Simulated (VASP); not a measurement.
Input of a VASP 6.6.1 run:

The input POSCAR:

```
Li
1.0
    0.0000000000      2.2020000000      2.2020000000
    2.2020000000      0.0000000000      2.2020000000
    2.2020000000      2.2020000000      0.0000000000
Li
1
Direct
    0.0000000000      0.0000000000      0.0000000000
```

The input INCAR.step1:

```
ALGO = Normal ; EDIFF = 1E-5
ENCUT = 720 ; GGA = PE
GGA_COMPAT = F ; ISIF = 2
ISMEAR = 1 ; LASPH = T
LCHARG = F ; LREAL = F
LWAVE = T ; NBANDS = 8
NELM = 120 ; PREC = Accurate
SIGMA = 0.025
```

File INCAR.step2:

```
AEXX = 0.25 ; ALGO = Normal
EDIFF = 1E-6 ; ENCUT = 720
GGA_COMPAT = F ; ISIF = 2
ISMEAR = 1 ; ISTART = 1
LASPH = T ; LCHARG = F
LHFCALC = T ; LMIXTAU = T
LREAL = F ; LWAVE = F
METAGGA = R2SCAN ; NBANDS = 8
NELM = 120 ; PREC = Accurate
PRECFOCK = Normal ; SIGMA = 0.025
```

The input KPOINTS:

```
k-points
0
Gamma
  7 7 7
```

Potentials or basis: VASP PAW PBE potentials, release 64 (Li_sv).

Command:

```sh
$ cat potpaw_PBE.64/Li_sv/POTCAR > POTCAR
$ cp INCAR.step1 INCAR
$ mpirun -np 1 vasp_std > vasp.out
$ cp INCAR.step2 INCAR
$ mpirun -np 1 vasp_std > vasp.out
```

Q: Estimate the band gap on the k mesh.

A: Zero (an odd number of electrons rules out a gap without spin polarisation).

Q: What does it give for the pressure?

A: -0.5 GPa.

Caveat: the PAW data sets were made with another functional, which shifts forces and pressure a little.
